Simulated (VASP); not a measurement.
The system is Sb.

```
Sb
1.0
    -1.91293    1.91293    1.91293
     1.91293   -1.91293    1.91293
     1.91293    1.91293   -1.91293
Sb
1
Direct
  0.00000 0.00000 0.00000
```

This isn't the form of Sb at room conditions, which is rhombohedral.

| Quantity | Value |
| --- | --- |
| Program | VASP 6.6.1 |
| Task | relaxation of cell and atoms |
| Functional | PBE |
| Potentials or basis | VASP PAW PBE potentials, release 64 (Sb) |
| Cutoff | 600 eV |
| k mesh | 15 × 15 × 15 |
| Occupations | fermi-dirac, width 0.05 eV |
| Spin | no spin polarisation |

At the start: pressure -1.8 GPa; volume 28.00 Å³/atom.

Question: Where does the relaxation end?

Answer: Over 3 steps the energy falls by 5.5 meV/atom and the volume is 27.07 Å³/atom (-3.3 %); space group Im-3m (No. 229, to 0.1 Å) before and after.

Step by step:
```csv
step,energy change (eV),largest force (eV/Å),pressure (GPa),volume (Å³)
1,0.0000,0.0000,-1.82,28.00
2,-0.0047,0.0000,0.78,26.73
3,-0.0055,0.0000,0.00,27.07
```

Final structure:
```yaml
crystal:
  lattice:
    - [-1.89155, 1.89155, 1.89155]
    - [1.89155, -1.89155, 1.89155]
    - [1.89155, 1.89155, -1.89155]
  atoms:
    - { symbol: Sb, position: [0.00000, 0.00000, 0.00000] }
```
